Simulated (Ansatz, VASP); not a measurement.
**Two plane-wave programs on SnO2**

```
Sn O
1.0
     4.73735    0.00000    0.00000
     0.00000    4.73735    0.00000
     0.00000    0.00000    3.18640
Sn O
2 4
Direct
  0.00560 0.00560 0.00000
  0.50000 0.50000 0.50000
  0.30562 0.30562 0.00000
  0.19438 0.80562 0.50000
  0.69438 0.69438 0.00000
  0.80562 0.19438 0.50000
```

Alike in both runs: task single point; functional r2SCAN; k mesh 6 × 6 × 8; occupations gaussian, width 0.05 eV; no spin polarisation.

|  | VASP | Ansatz |
| --- | --- | --- |
| version | VASP 6.6.1 | Ansatz 0.2.0 |
| potentials or method | VASP PAW PBE potentials, release 64 (Sn_d, O), cutoff 520 eV | scalar-relativistic, plane waves, PAW |
| valence electrons in the cell | 52 | 52 |

Ansatz gave:

| Item | Value |
| --- | --- |
| gap on the k mesh at the Fermi level (eV) | 1.92 |
| least direct gap on the mesh (eV) | 1.92 |
| pressure (GPa) | 3.2 |
| traceless stress, the component that is largest in VASP (GPa) | 0.33 |
| rms of the force components (eV/Å) | 0.257 |

Task: Which values does VASP return?

Result: gap on the k mesh at the Fermi level (eV): 1.95; least direct gap on the mesh (eV): 1.95; pressure (GPa): 4.3; traceless stress, the component that is largest in VASP (GPa): 0.68; rms of the force components (eV/Å): 0.264.

VASP's potentials were made for PBE, not for r2SCAN. Atom by atom the forces differ by 0.015 eV/Å (rms over components).
